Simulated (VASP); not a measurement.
# Al16O in VASP: further runs, part 2 of 2

VASP 6.6.1. Earlier steps stand in the parts before.

**3. Relaxation of the atoms, PBE**

The input, INCAR:

```
PREC = Accurate ; ENCUT = 520
EDIFF = 1E-6 ; ISMEAR = 0
SIGMA = 0.1 ; LREAL = Auto
LASPH = T ; NELM = 60
ALGO = Normal ; ISIF = 2
LWAVE = F ; LCHARG = F
LDIPOL = T ; IDIPOL = 3
DIPOL = 0.5 0.5 0.323 ; GGA = PE
IBRION = 2 ; NSW = 36
EDIFFG = -0.025 ; KPAR = 4
```

The input, KPOINTS:

```
Automatic mesh
0
Gamma
  5 4 1
```

The input, POSCAR:

```
Al16O
1.0
    5.7135165838      0.0000000000      0.0000000000
    0.0000000000      8.0801326417      0.0000000000
    0.0000000000      0.0000000000     19.7432787023
Al O
16 1
Selective dynamics
Direct
    0.2500000000      0.2500000000      0.2026005944  F F F
    0.2500000000      0.7500000000      0.2026005944  F F F
    0.7500000000      0.2500000000      0.2026005944  F F F
    0.7500000000      0.7500000000      0.2026005944  F F F
    0.0000000000      0.0000000000      0.2749482104  F F F
    0.0000000000      0.5000000000      0.2749482104  F F F
    0.5000000000      0.0000000000      0.2749482104  F F F
    0.5000000000      0.5000000000      0.2749482104  F F F
    0.2500000000      0.2500000000      0.3495466405  F F F
    0.2500000000      0.7500000000      0.3495466405  F F F
    0.7500000000      0.2500000000      0.3495466405  F F F
    0.7500000000      0.7500000000      0.3495466405  F F F
    0.0000000000      0.0000000000      0.4175232912  F F F
    0.0000000000      0.5000000000      0.4175232912  F F F
    0.5000000000      0.0000000000      0.4175232912  F F F
    0.5000000000      0.5000000000      0.4175232912  F F F
    0.0000000000      0.0000000000      0.5127455705  F F T
```

Potentials or basis: VASP PAW PBE potentials, release 64 (Al, O).

The run is started by

```bash
$ cat potpaw_PBE.64/Al/POTCAR potpaw_PBE.64/O/POTCAR > POTCAR
$ mpirun -np 4 vasp_std > vasp.out
```

OUTCAR:

```text
PREC = Accurate
   ENCUT = 520
   EDIFF = 1E-6
   ISMEAR = 0
   LREAL = Auto
   LASPH = T
   NELM = 60
   ISIF = 2
   GGA = PE
   IBRION = 2
   NSW = 36
   EDIFFG = -0.025

 ion  position               nearest neighbor table
   1  0.250  0.250  0.203-   3 2.86   3 2.86   6 2.86   7 2.86   8 2.86   5 2.86   9 2.90
   2  0.250  0.750  0.203-   4 2.86   4 2.86   6 2.86   7 2.86   8 2.86   5 2.86  10 2.90
   3  0.750  0.250  0.203-   1 2.86   1 2.86   6 2.86   7 2.86   8 2.86   5 2.86  11 2.90
   4  0.750  0.750  0.203-   2 2.86   2 2.86   6 2.86   7 2.86   8 2.86   5 2.86  12 2.90
   5  0.000  0.000  0.275-  13 2.81   7 2.86   7 2.86   4 2.86   1 2.86   2 2.86   3 2.86  11 2.88
                            12 2.88   9 2.88  10 2.88
   6  0.000  0.500  0.275-  14 2.81   8 2.86   8 2.86   4 2.86   1 2.86   2 2.86   3 2.86  11 2.88
                            12 2.88   9 2.88  10 2.88
   7  0.500  0.000  0.275-  15 2.81   5 2.86   5 2.86   4 2.86   1 2.86   2 2.86   3 2.86  11 2.88
                            12 2.88   9 2.88  10 2.88
   8  0.500  0.500  0.275-  16 2.81   6 2.86   6 2.86   4 2.86   1 2.86   2 2.86   3 2.86  11 2.88
                            12 2.88   9 2.88  10 2.88
   9  0.250  0.250  0.350-  13 2.81  14 2.81  15 2.81  16 2.81  11 2.86  11 2.86   7 2.88   8 2.88
                             5 2.88   6 2.88   1 2.90
  10  0.250  0.750  0.350-  13 2.81  14 2.81  15 2.81  16 2.81  12 2.86  12 2.86   7 2.88   8 2.88
                             5 2.88   6 2.88   2 2.90
  11  0.750  0.250  0.350-  13 2.81  14 2.81  15 2.81  16 2.81   9 2.86   9 2.86   7 2.88   8 2.88
[... 5 lines left out ...]
  14  0.000  0.500  0.418-   9 2.81  10 2.81  11 2.81  12 2.81   6 2.81  16 2.86  16 2.86
  15  0.500  0.000  0.418-   9 2.81  10 2.81  11 2.81  12 2.81   7 2.81  13 2.86  13 2.86
  16  0.500  0.500  0.418-   9 2.81  10 2.81  11 2.81  12 2.81   8 2.81  14 2.86  14 2.86
  17  0.000  0.000  0.513-  13 1.88
[... 475 lines left out ...]

 dipolmoment           0.000000      0.000000      0.479377 electrons x Angstroem

 Free energy of the ion-electron system (eV)
  ---------------------------------------------------
  ext. energy  EPLUGINS =         0.00000000
  ---------------------------------------------------
  free energy    TOTEN  =       -61.08077617 eV

  energy without entropy =      -61.06257704  energy(sigma->0) =      -61.07167661

 E-fermi :  -1.1182     XC(G=0):  -4.0716

 val. band max:       -1.1332352747   @ k =   0.0000   0.2500   0.0000
 cond. band min:      -1.0769538913   @ k =   0.0000   0.2500   0.0000
 fundamental gap:      0.0562813834
 Fermi energy:        -1.1182472979

 k-point     1 :       0.0000    0.0000    0.0000
  band No.  band energies     occupation
      1     -17.2383      2.00000
      2     -11.2799      2.00000
      3      -9.0958      2.00000
      4      -9.0467      2.00000
      5      -8.7819      2.00000
      6      -6.8759      2.00000
[... 340 lines left out ...]
     35       0.9336      0.00000
     36       1.1172      0.00000

------------------------ aborting loop because EDIFF is reached ----------------------------------------

 vacuum level on the upper side and lower side of the slab       (xc-potential included)         0.896        -0.940

  FORCE on cell =-STRESS in cart. coord.  units (eV):
  Direction    XX          YY          ZZ          XY          YZ          ZX
  --------------------------------------------------------------------------------------
  -------------------------------------------------------------------------------------
  Total      -13.1521626     -2.4151854     -0.7234983      0.0000000      0.0000000      0.0000000
  in kB      -23.1188642     -4.2454116     -1.2717649      0.0000000      0.0000000      0.0000000
  external PRESSURE =      -9.5453469 kB  Pullay stress =       0.0000000 kB
[... 32 lines left out ...]
  FREE ENERGIE OF THE ION-ELECTRON SYSTEM (eV)
  ---------------------------------------------------
  free  energy   TOTEN  =       -61.0807761722 eV

  energy  without entropy=      -61.0625770424  energy(sigma->0) =      -61.07167661

 reached required accuracy - stopping structural energy minimisation

 vacuum level on the upper side and lower side of the slab         4.873         2.988
```

CONTCAR:

```text
Al16O
   1.00000000000000
     5.7135165837999997    0.0000000000000000    0.0000000000000000
     0.0000000000000000    8.0801326417000006    0.0000000000000000
     0.0000000000000000    0.0000000000000000   19.7432787022999996
  Al              O
    16     1
Selective dynamics
Direct
     0.2500000000000000    0.2500000000000000    0.2026005944000033   F   F   F
     0.2500000000000000    0.7500000000000000    0.2026005944000033   F   F   F
     0.7500000000000000    0.2500000000000000    0.2026005944000033   F   F   F
     0.7500000000000000    0.7500000000000000    0.2026005944000033   F   F   F
     0.0000000000000000    0.0000000000000000    0.2749482103999981   F   F   F
     0.0000000000000000    0.5000000000000000    0.2749482103999981   F   F   F
[... 8 lines left out ...]
     0.5000000000000000    0.0000000000000000    0.4175232911999984   F   F   F
     0.5000000000000000    0.5000000000000000    0.4175232911999984   F   F   F
     0.0000000000000000    0.0000000000000000    0.5018623880902395   F   F   T

  0.00000000E+00  0.00000000E+00  0.00000000E+00
  0.00000000E+00  0.00000000E+00  0.00000000E+00
  0.00000000E+00  0.00000000E+00  0.00000000E+00
  0.00000000E+00  0.00000000E+00  0.00000000E+00
  0.00000000E+00  0.00000000E+00  0.00000000E+00
  0.00000000E+00  0.00000000E+00  0.00000000E+00
[... 9 lines left out ...]
  0.00000000E+00  0.00000000E+00  0.00000000E+00
  0.00000000E+00  0.00000000E+00  0.00000000E+00
```

It took 20 min on 4 MPI ranks of Intel Xeon Platinum 8259CL at 2.50GHz (Skylake/Cascade Lake), shared host; peak memory 0.98 GiB.

What came out:

```yaml
Free_energy: -61.0808 eV
Energy_gained_by_relaxing: 29.0 meV/atom
Ionic_steps: 15
Band_gap_on_the_k_mesh: zero (bands 27 and 28 overlap by 0.67 eV)
```

The path:
```csv
step,energy change (eV),largest force on free atoms (eV/Å),pressure (GPa)
1,0.0000,3.7637,-1.40
2,-0.4764,0.9551,-1.05
3,-0.4933,0.0770,-0.94
4,-0.4933,0.0529,-0.96
5,-0.4933,0.0504,-0.96
6,-0.4933,0.0459,-0.96
7,-0.4933,0.0473,-0.96
8,-0.4933,0.0469,-0.96
9,-0.4933,0.0467,-0.96
10,-0.4933,0.0463,-0.96
11,-0.4933,0.0454,-0.96
12,-0.4933,0.0438,-0.96
13,-0.4933,0.0404,-0.96
14,-0.4933,0.0337,-0.96
15,-0.4934,0.0247,-0.95
```

Final structure:
```yaml
crystal:
  lattice:
    - [5.71352, 0.00000, 0.00000]
    - [0.00000, 8.08013, 0.00000]
    - [0.00000, 0.00000, 19.74328]
  atoms:
    - { symbol: Al, position: [0.25000, 0.25000, 0.20260] }
    - { symbol: Al, position: [0.25000, 0.75000, 0.20260] }
    - { symbol: Al, position: [0.75000, 0.25000, 0.20260] }
    - { symbol: Al, position: [0.75000, 0.75000, 0.20260] }
    - { symbol: Al, position: [0.00000, 0.00000, 0.27495] }
    - { symbol: Al, position: [0.00000, 0.50000, 0.27495] }
    - { symbol: Al, position: [0.50000, 0.00000, 0.27495] }
    - { symbol: Al, position: [0.50000, 0.50000, 0.27495] }
    - { symbol: Al, position: [0.25000, 0.25000, 0.34955] }
    - { symbol: Al, position: [0.25000, 0.75000, 0.34955] }
    - { symbol: Al, position: [0.75000, 0.25000, 0.34955] }
    - { symbol: Al, position: [0.75000, 0.75000, 0.34955] }
    - { symbol: Al, position: [0.00000, 0.00000, 0.41752] }
    - { symbol: Al, position: [0.00000, 0.50000, 0.41752] }
    - { symbol: Al, position: [0.50000, 0.00000, 0.41752] }
    - { symbol: Al, position: [0.50000, 0.50000, 0.41752] }
    - { symbol: O, position: [0.00000, 0.00000, 0.50186] }
```

The gap in the log of VASP goes by the Fermi energy; the results here count the filled bands.